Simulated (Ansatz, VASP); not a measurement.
# One calculation of BaTiO3, two programs

```
Ba Ti O
1.0
     3.97237    0.00000    0.00000
     0.00000    3.97237    0.00000
     0.00000    0.00000    4.11223
Ba Ti O
1 1 3
Direct
  0.00000 0.00000 0.99564
  0.50000 0.50000 0.47753
  0.50000 0.50000 0.03455
  0.50000 0.00000 0.51764
  0.00000 0.50000 0.51764
```

Alike in both runs: task single point; functional r2SCAN; k mesh 6 × 6 × 6; no spin polarisation.

|  | VASP | Ansatz |
| --- | --- | --- |
| version | VASP 6.6.1 | Ansatz 0.2.0 |
| potentials or method | VASP PAW PBE potentials, release 64 (Ba_sv, Ti_sv, O) | plane waves, PAW |
| plane-wave cutoff (eV) | 520 | 500 |
| occupations | gaussian, width 0.01 eV | fixed |
| valence electrons in the cell | 40 | 40 |

Ansatz gave:

```
gap on the k mesh at the Fermi level (eV)                     : 2.23
pressure (GPa)                                                : 0.0
traceless stress, the component that is largest in VASP (GPa) : 0.01
rms of the force components (eV/Å)                            : 0.001
```

Task: Estimate VASP's values.

Result: gap on the k mesh at the Fermi level (eV): 2.21; pressure (GPa): 1.9; traceless stress, the component that is largest in VASP (GPa): 0.12; rms of the force components (eV/Å): 0.060.

VASP's potentials were made for PBE, not for r2SCAN. Atom by atom the forces differ by 0.060 eV/Å (rms over components).

Spin-orbit coupling is off throughout.
